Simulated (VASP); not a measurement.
Input of a VASP 6.6.1 run:

Contents of INCAR:

```
PREC     = Accurate       # precision mode
ENCUT    = 600            # plane-wave cutoff, eV
EDIFF    = 1E-6           # SCF threshold, eV
ISMEAR   = -1             # smearing method
SIGMA    = 0.05           # smearing width, eV
LREAL    = False          # projectors in reciprocal space
LASPH    = True           # aspherical terms in the spheres
NELM     = 60             # most SCF steps
ALGO     = Normal         # electronic algorithm
ISIF     = 3              # what is computed and relaxed
LWAVE    = False          # write WAVECAR
LCHARG   = False          # write CHGCAR
GGA      = RP             # functional
IVDW     = 12             # dispersion correction
IBRION   = 2              # ionic algorithm
NSW      = 80             # ionic steps
EDIFFG   = -0.02          # ionic threshold
```

File KPOINTS:

```
Automatic mesh
0
Gamma
  8 8 8
```

Contents of POSCAR:

```
PbS
1.0
    0.0000000000      2.9657500000      2.9657500000
    2.9657500000      0.0000000000      2.9657500000
    2.9657500000      2.9657500000      0.0000000000
Pb S
1 1
Direct
    0.0000000000      0.0000000000      0.0000000000
    0.5000000000      0.5000000000      0.5000000000
```

Potentials or basis: VASP PAW PBE potentials, release 64 (Pb_d, S).

Launch:

```sh
$ cat potpaw_PBE.64/Pb_d/POTCAR potpaw_PBE.64/S/POTCAR > POTCAR
$ mpirun -np 1 vasp_std > vasp.out
```

Predict the relaxed volume.

21.74 Å³/atom.

What does it give for the relaxed cell?

a = 3.947 Å, b = 3.947 Å, c = 3.947 Å, α = 60.00°, β = 60.00°, γ = 60.00°.

Predict the space group after relaxing (to 0.05 Å).

Fm-3m (No. 225).

Final structure:
```xyz
2
Lattice="0.0000 2.7910 2.7910 2.7910 0.0000 2.7910 2.7910 2.7910 0.0000" Properties=species:S:1:pos:R:3 pbc="T T T"
Pb    0.0000    0.0000    0.0000
S     2.7910    2.7910    2.7910
```

Caveat: the volume moved by over 15 % at a fixed basis, so the end points are rough; the PAW data sets were made with another functional, which shifts forces and pressure a little; the volume moved by -17 % from the deposited cell, more than functionals usually miss.
